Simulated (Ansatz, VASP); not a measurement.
**One calculation of C, two programs**

Contents of INCAR:

```
ALGO = Normal
EDIFF = 1E-6
ENCUT = 520
GGA = PS
ISIF = 2
ISMEAR = 0
LASPH = True
LCHARG = False
LREAL = False
LWAVE = False
NBANDS = 16
NELM = 60
PREC = Accurate
SIGMA = 0.15
```

Contents of KPOINTS:

```
k-points
0
Gamma
  18 18 6
```

The input POSCAR:

```
C
1.0
    2.4014445374      0.0000000000      0.0000000000
   -1.2007222687      2.1293252536      0.0000000000
    0.0000000000      0.0000000000      7.2458067263
C
4
Direct
   -0.1154958935      0.0000000000      0.0025000000
    0.1154958935      0.0000000000      0.5025000000
    0.2178266890      0.6666666667      0.0025000000
    0.7821733110      0.3333333333      0.5025000000
```

Input for Ansatz:

```yaml
crystal:
  lattice:
    - [2.4014445374, 0.0, 0.0]
    - [-1.2007222687, 2.1293252536, 0.0]
    - [0.0, 0.0, 7.2458067263]
  atoms:
    - { symbol: C, position: [-0.1154958935, 0.0, 0.0025] }
    - { symbol: C, position: [0.1154958935, 0.0, 0.5025] }
    - { symbol: C, position: [0.217826689, 0.6666666667, 0.0025] }
    - { symbol: C, position: [0.782173311, 0.3333333333, 0.5025] }
basis:
  ecutwfc: 520.0
kpoints:
  mp_grid: { grid: [18, 18, 6] }
hamiltonian:
  xc: pbesol
  pseudopotentials: { kind: paw, azcp: { folder: soft_1 } }
scf:
  occupations: { method: gaussian, width: 0.15 }
output:
  forces: true
  stress: true
  eigenvalues: true
```

Change from the starting cell: mode 4 frozen in at -0.284 Å, normal strain along x -0.0233.

Alike in both runs: task single point; functional PBEsol; k mesh 18 × 18 × 6; occupations gaussian, width 0.15 eV; no spin polarisation.

|  | VASP | Ansatz |
| --- | --- | --- |
| version | VASP 6.6.1 | Ansatz 0.2.0 |
| potentials or method | VASP PAW PBE potentials, release 64 (C), cutoff 520 eV | scalar-relativistic, plane waves, PAW |
| valence electrons in the cell | 16 | 16 |

```tsv
	VASP	Ansatz	Ansatz less VASP
gap on the k mesh at the Fermi level (eV)	0.19	0.19	-0.001
least direct gap on the mesh (eV)	0.19	0.19	-0.001
pressure (GPa)	10.5	9.8	-0.71
traceless stress, the component that is largest in VASP (GPa)	15.70	15.28	-0.422
rms of the force components (eV/Å)	0.199	0.196	-0.0032
```

VASP's potentials were made for PBE, not for PBEsol, and Ansatz warns of the same on its side. Atom by atom the forces differ by 0.003 eV/Å (rms over components).
